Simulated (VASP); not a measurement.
A run of VASP 6.6.1 is set up as follows.

INCAR

```
PREC = Accurate
ENCUT = 600
EDIFF = 1E-6
ISMEAR = -1
SIGMA = 0.15
LREAL = F
LASPH = T
NELM = 100
ALGO = Normal
ISIF = 3
LWAVE = F
LCHARG = F
GGA = PS
IBRION = 2
NSW = 80
EDIFFG = -0.01
PSTRESS = 40.0
```

The input KPOINTS:

```
Automatic mesh
0
Gamma
  5 5 5
```

POSCAR

```
LiMg3
1.0
    0.0000000000      3.4836853300      3.4836853300
    3.4836853300      0.0000000000      3.4836853300
    3.4836853300      3.4836853300      0.0000000000
Li Mg
1 3
Direct
    0.5000000000      0.5000000000      0.5000000000
    0.0000000000      0.0000000000      0.0000000000
    0.2500000000      0.2500000000      0.2500000000
    0.7500000000      0.7500000000      0.7500000000
```

Potentials or basis: VASP PAW PBE potentials, release 64 (Li_sv, Mg).

Launch:

```bash
$ cat potpaw_PBE.64/Li_sv/POTCAR potpaw_PBE.64/Mg/POTCAR > POTCAR
$ mpirun -np 1 vasp_std > vasp.out
```

(1) Predict the relaxed volume.

(2) Predict the relaxed cell.

Results:

(1) 19.25 Å³/atom.

(2) a = 4.775 Å, b = 4.775 Å, c = 4.775 Å, α = 60.00°, β = 60.00°, γ = 60.00°.

Caveat: the cutoff is under 1.25 times the usual one of these potentials, so pressure, stress and relaxed cells hold a basis-set (Pulay) error; the cell is relaxed towards a set pressure, so the enthalpy falls and the energy may rise; the PAW data sets were made with another functional, which shifts forces and pressure a little.
